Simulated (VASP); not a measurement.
# PbS (Cmc2_1) in VASP: further runs

The runs below take PbS through single point, with PBEsol.

All numbers are computed with VASP 6.6.1; they aren't measurements. Logs are shortened: lines on timing, memory, paths and dates and some standing lists are left out, and cuts for length are marked.

## 1. The cell of the first run

It takes space group Cmc2_1 (No. 36, orthorhombic). The conventional cell has a = 4.114 Å, b = 7.132 Å, c = 7.560 Å, α = 90.00°, β = 90.00°, γ = 90.00°. Pb (site symmetry m) has 6 S at 2.84 to 3.26 Å and 2 Pb at 3.78 Å within 3.8 Å. S (site symmetry m) has 6 Pb at 2.84 to 3.26 Å within 3.7 Å.

## 2. Single point, PBEsol

The input, INCAR:

```
PREC     = Accurate       # precision mode
ENCUT    = 520            # plane-wave cutoff, eV
EDIFF    = 1E-6           # SCF threshold, eV
ISMEAR   = 0              # smearing method
SIGMA    = 0.01           # smearing width, eV
LREAL    = F              # projectors in reciprocal space
LASPH    = T              # aspherical terms in the spheres
NELM     = 60             # most SCF steps
ALGO     = Normal         # electronic algorithm
ISIF     = 2              # what is computed and relaxed
LWAVE    = F              # write WAVECAR
LCHARG   = F              # write CHGCAR
GGA      = PS             # functional
NBANDS   = 28             # bands
```

The input, KPOINTS:

```
regular mesh
0
Gamma
  6 6 4
```

The input, POSCAR:

```
PbS
1.0
    2.0569418400     -3.5658292700      0.0000000000
    2.0569418400      3.5658292700      0.0000000000
    0.0000000000      0.0000000000      7.5599447400
Pb S
2 2
Direct
    0.0010316600      0.9989683400      0.4867318100
    0.9989683400      0.0010316600      0.9867318100
    0.6671454800      0.3328545200      0.6924681900
    0.3328545200      0.6671454800      0.1924681900
```

Potentials or basis: VASP PAW PBE potentials, release 64 (Pb_d, S).

Started as:

```
$ cat potpaw_PBE.64/Pb_d/POTCAR potpaw_PBE.64/S/POTCAR > POTCAR
$ mpirun -np 1 vasp_std > vasp.out
```

OUTCAR:

```text
PREC = Accurate
   ENCUT = 520
   EDIFF = 1E-6
   ISMEAR = 0
   LREAL = F
   LASPH = T
   NELM = 60
   ISIF = 2
   GGA = PS

 ion  position               nearest neighbor table
   1  0.001  0.999  0.487-   3 2.84   3 2.84   3 2.84   4 3.25   4 3.26   4 3.26   2 3.78   2 3.78

   2  0.999  0.001  0.987-   4 2.84   4 2.84   4 2.84   3 3.25   3 3.26   3 3.26   1 3.78   1 3.78

   3  0.667  0.333  0.692-   1 2.84   1 2.84   1 2.84   2 3.25   2 3.26   2 3.26
   4  0.333  0.667  0.192-   2 2.84   2 2.84   2 2.84   1 3.25   1 3.26   1 3.26

  LATTYP: Found a base centered orthorhombic cell.
 ALAT       =     4.1138836800
 B/A-ratio  =     1.7335586260
 C/A-ratio  =     1.8376661394

  Lattice vectors:

 A1 = (   2.0569418400,  -3.5658292700,   0.0000000000)
 A2 = (   2.0569418400,   3.5658292700,   0.0000000000)
 A3 = (   0.0000000000,   0.0000000000,   7.5599447400)

Analysis of symmetry for initial positions (statically):
=====================================================================
 Subroutine PRICEL returns:
 Original cell was already a primitive cell.

 Routine SETGRP: Setting up the symmetry group for a
 base centered orthorhombic supercell.

 Subroutine GETGRP returns: Found  4 space group operations
 (whereof  2 operations were pure point group operations)
 out of a pool of  8 trial point group operations.

The static configuration has the point symmetry C_1h.
 The point group associated with its full space group is C_2v.

Analysis of symmetry for dynamics (positions and initial velocities):
=====================================================================
 Subroutine PRICEL returns:
 Original cell was already a primitive cell.

 Routine SETGRP: Setting up the symmetry group for a
 base centered orthorhombic supercell.

 Subroutine GETGRP returns: Found  4 space group operations
 (whereof  2 operations were pure point group operations)
 out of a pool of  8 trial point group operations.

The dynamic configuration has the point symmetry C_1h.
 The point group associated with its full space group is C_2v.

 Subroutine INISYM returns: Found  4 space group operations
 (whereof  2 operations are pure point group operations),
 and found     1 'primitive' translations

----------------------------------------------------------------------------------------

                                     Primitive cell

  volume of cell :     110.8999

  direct lattice vectors                    reciprocal lattice vectors
     2.056941840 -3.565829270  0.000000000     0.243079308 -0.140219837  0.000000000
     2.056941840  3.565829270  0.000000000     0.243079308  0.140219837  0.000000000
     0.000000000  0.000000000  7.559944740     0.000000000  0.000000000  0.132276099

  length of vectors
     4.116569945  4.116569945  7.559944740     0.280622795  0.280622795  0.132276099

  position of ions in fractional coordinates (direct lattice)
     0.001031660  0.998968340  0.486731810
     0.998968340  0.001031660  0.986731810
     0.667145480  0.332854520  0.692468190
     0.332854520  0.667145480  0.192468190

  ion indices of the primitive-cell ions
   primitive index   ion index
                 1           1
                 2           2
                 3           3
                 4           4

----------------------------------------------------------------------------------------

 KPOINTS: regular mesh

Automatic generation of k-mesh.
 Grid dimensions read from file:
 generate k-points for:    6    6    4

 Generating k-lattice:

  Cartesian coordinates                     Fractional coordinates (reciprocal lattice)
     0.040513218 -0.023369973  0.000000000     0.166666667  0.000000000  0.000000000
     0.040513218  0.023369973  0.000000000     0.000000000  0.166666667  0.000000000
     0.000000000  0.000000000  0.033069025     0.000000000  0.000000000  0.250000000

  Length of vectors
     0.046770466  0.046770466  0.033069025

  Shift w.r.t. Gamma in fractional coordinates (k-lattice)
     0.000000000  0.000000000  0.000000000

 Subroutine IBZKPT returns following result:
 ===========================================

 Found     39 irreducible k-points:

 Following reciprocal coordinates:
            Coordinates               Weight
  0.000000  0.000000  0.000000      1.000000
  0.166667  0.000000  0.000000      4.000000
  0.333333  0.000000  0.000000      4.000000
  0.500000  0.000000  0.000000      2.000000
  0.166667  0.166667  0.000000      2.000000
  0.333333  0.166667  0.000000      4.000000
[... 16 lines left out ...]
  0.333333  0.333333  0.250000      4.000000
  0.500000  0.333333  0.250000      8.000000
 [... further k-points ...]
   k-points           NKPTS =     39   k-points in BZ     NKDIM =     39   number of bands    NBANDS=     28
   number of dos      NEDOS =    301   number of ions     NIONS =      4
   total plane-waves  NPLWV =  57344
   dimension x,y,z NGX =    32 NGY =   32 NGZ =   56
   dimension x,y,z NGXF=    64 NGYF=   64 NGZF=  112
   ions per type =               2   2
   NGX,Y,Z   is equivalent  to a cutoff of  12.92, 12.92, 12.31 a.u.
   NGXF,Y,Z  is equivalent  to a cutoff of  25.85, 25.85, 24.63 a.u.
 SYSTEM =  unknown system
   PREC   = accura    normal or accurate (medium, high low for compatibility)
   ISTART =      0    job   : 0-new  1-cont  2-samecut
   ICHARG =      2    charge: 1-file 2-atom 10-const
   ISPIN  =      1    spin polarized calculation?
   LNONCOLLINEAR =      F non collinear calculations
   LSORBIT =      F    spin-orbit coupling
   LASPH  =      T    aspherical Exc in radial PAW
   ENCUT  =  520.0 eV  38.22 Ry    6.18 a.u.   7.65  7.65 14.06*2*pi/ulx,y,z
   NELM   =     60;   NELMIN=  2; NELMDL= -5     # of ELM steps
   EDIFF  = 0.1E-05   stopping-criterion for ELM
   LREAL  =      F    real-space projection
   EDIFFG = 0.1E-04   stopping-criterion for IOM
   NSW    =      0    number of steps for IOM
   IBRION =     -1    ionic relax: 0-MD 1-quasi-New 2-CG
   NFREE  =      0    steps in history (QN), initial steepest desc. (CG)
   ISIF   =      2    stress and relaxation
   ISYM   =      2    0-nonsym 1-usesym 2-fastsym
   POTIM  = 0.5000    time-step for ionic-motion
   TEBEG  =    0.0;   TEEND  =   0.0 temperature during run
   PSTRESS=    0.0 pullay stress
   NELECT =      40.0000    total number of electrons
   NUPDOWN=      -1.0000    fix difference up-down
   EMIN   =  10.00;   EMAX   =-10.00  energy-range for DOS
   EFERMI =   0.00;   METHOD = LEGACY
   ISMEAR =     0;   SIGMA  =   0.01  broadening in eV -4-tet -1-fermi 0-gaus
   EFERMI_NEDOS =   21; number of points for ismear=-14 and -15
   IALGO  =     38    algorithm
   IMIX   =      4    mixing-type and parameters
     AMIX     =   0.40;   BMIX     =  1.00
     AMIX_MAG =   1.60;   BMIX_MAG =  1.00
  volume/ion in A,a.u.               =      27.72       187.10
  Fermi-wavevector in a.u.,A,eV,Ry     =   1.165336  2.202165 18.476815  1.358008
  Thomas-Fermi vector in A             =   2.301863
   LORBIT       =      0    0 simple, 1 ext, 2 COOP (PROOUT), +10 PAW based schemes
   GGA     = PS    functional components
   LHFCALC =     F    Hartree Fock is set to
   AEXX    =    0.0000 exact exchange contribution
   IVDW    =     0    specifies the selected vdW correction
   LEPSILON=     F    determine dielectric tensor
   LRPA    =     F    only Hartree local field effects (RPA)
 non-spin polarized calculation
 Gauss-broadening in eV      SIGMA  =   0.01
  energy-cutoff  :      520.00
  volume of cell :      110.90
 maximum number of plane-waves:      3040
 NGX is ok and might be reduce to    32
   NGX = 15   NGY = 15   NGZ = 29

 number of electron      39.9999996 magnetization

 Free energy of the ion-electron system (eV)
  ---------------------------------------------------
  ext. energy  EPLUGINS =         0.00000000
  ---------------------------------------------------
  free energy    TOTEN  =       -18.62454794 eV

  energy without entropy =      -18.62454794  energy(sigma->0) =      -18.62454794

 E-fermi :   5.0665     XC(G=0):  -9.5637

 val. band max:        4.9809089835   @ k =   0.3333   0.3333   0.0000
 cond. band min:       5.3784554066   @ k =   0.5000   0.5000   0.0000
 fundamental gap:      0.3975464231
 Fermi energy:         5.0665473919

 k-point     1 :       0.0000    0.0000    0.0000
  band No.  band energies     occupation
      1     -11.7987      2.00000
      2     -11.7557      2.00000
      3     -11.7553      2.00000
      4     -11.7417      2.00000
      5     -11.7415      2.00000
      6     -11.7166      2.00000
[... 20 lines left out ...]
     27      11.9410      0.00000
     28      12.7048      0.00000

 k-point     2 :       0.1667    0.0000    0.0000
  band No.  band energies     occupation
      1     -11.7927      2.00000
      2     -11.7778      2.00000
      3     -11.7488      2.00000
      4     -11.7441      2.00000
      5     -11.7272      2.00000
      6     -11.7266      2.00000
[... 20 lines left out ...]
     27      11.1243      0.00000
     28      11.8889      0.00000

 k-point     3 :       0.3333    0.0000    0.0000
  band No.  band energies     occupation
      1     -11.8344      2.00000
      2     -11.7782      2.00000
      3     -11.7673      2.00000
      4     -11.7371      2.00000
      5     -11.7335      2.00000
      6     -11.6996      2.00000
[... 20 lines left out ...]
     27      11.1281      0.00000
     28      12.8468      0.00000

 k-point     4 :       0.5000    0.0000    0.0000
  band No.  band energies     occupation
      1     -11.8609      2.00000
      2     -11.7781      2.00000
      3     -11.7752      2.00000
      4     -11.7384      2.00000
      5     -11.7328      2.00000
      6     -11.7060      2.00000
[... 578 lines left out ...]
     27      11.3758      0.00000
     28      12.6271      0.00000

 k-point    23 :       0.3333    0.3333    0.2500
  band No.  band energies     occupation
      1     -11.8058      2.00000
      2     -11.8058      2.00000
      3     -11.7450      2.00000
      4     -11.7274      2.00000
      5     -11.7273      2.00000
      6     -11.7080      2.00000
[... 20 lines left out ...]
     27      12.3573      0.00000
     28      12.3638      0.00000

 k-point    24 :       0.5000    0.3333    0.2500
  band No.  band energies     occupation
      1     -11.8292      2.00000
      2     -11.7824      2.00000
      3     -11.7530      2.00000
      4     -11.7364      2.00000
      5     -11.7259      2.00000
      6     -11.7087      2.00000
[... 20 lines left out ...]
     27      11.3722      0.00000
     28      12.6006      0.00000

 [... further k-points ...]

------------------------ aborting loop because EDIFF is reached ----------------------------------------

  FORCE on cell =-STRESS in cart. coord.  units (eV):
  Direction    XX          YY          ZZ          XY          YZ          ZX
  --------------------------------------------------------------------------------------
  -------------------------------------------------------------------------------------
  Total       -1.1942676     -1.2162242     -1.3750060      0.0000000      0.0000000      0.0000000
  in kB      -17.2536534    -17.5708610    -19.8647909      0.0000000      0.0000000      0.0000000
  external PRESSURE =     -18.2297684 kB  Pullay stress =       0.0000000 kB

 VOLUME and BASIS-vectors are now :
 -----------------------------------------------------------------------------
  energy-cutoff  :      520.00
  volume of cell :      110.90
      direct lattice vectors                 reciprocal lattice vectors
     2.056941840 -3.565829270  0.000000000     0.243079308 -0.140219837  0.000000000
     2.056941840  3.565829270  0.000000000     0.243079308  0.140219837  0.000000000
     0.000000000  0.000000000  7.559944740     0.000000000  0.000000000  0.132276099

 POSITION                                       TOTAL-FORCE (eV/Angst)
 -----------------------------------------------------------------------------------
      2.05694      3.55847      3.67967         0.000000      0.005767      0.000989
      2.05694     -3.55847      7.45964         0.000000     -0.005767      0.000989
      2.05694     -1.19202      5.23502         0.000000     -0.003438     -0.000989
      2.05694      1.19202      1.45505         0.000000      0.003438     -0.000989
 -----------------------------------------------------------------------------------
    total drift:                               -0.000000     -0.000000     -0.001935

  FREE ENERGIE OF THE ION-ELECTRON SYSTEM (eV)
  ---------------------------------------------------
  free  energy   TOTEN  =       -18.6245479363 eV

  energy  without entropy=      -18.6245479363  energy(sigma->0) =      -18.62454794
```

Wall time 36 s (1 thread of Intel Xeon 6975P-C (Granite Rapids), shared host); peak memory 0.28 GiB.

Results:

- Free energy: -18.6245 eV
- Pressure: -1.8 GPa
- Largest force: 0.006 eV/Å
- Band gap on the k mesh: 0.40 eV (least direct gap 1.15 eV)

Forces in eV/Å, atoms in the order of the input:
```
Pb   0.000  0.006  0.001
Pb   0.000 -0.006  0.001
S    0.000 -0.003 -0.001
S    0.000  0.003 -0.001
```

Caveat: the PAW data sets were made with another functional, which shifts forces and pressure a little; spin-orbit coupling is left out, which moves the levels of the heavy elements. A k mesh can miss the band edges.

(Continued in part 2 of 2.)
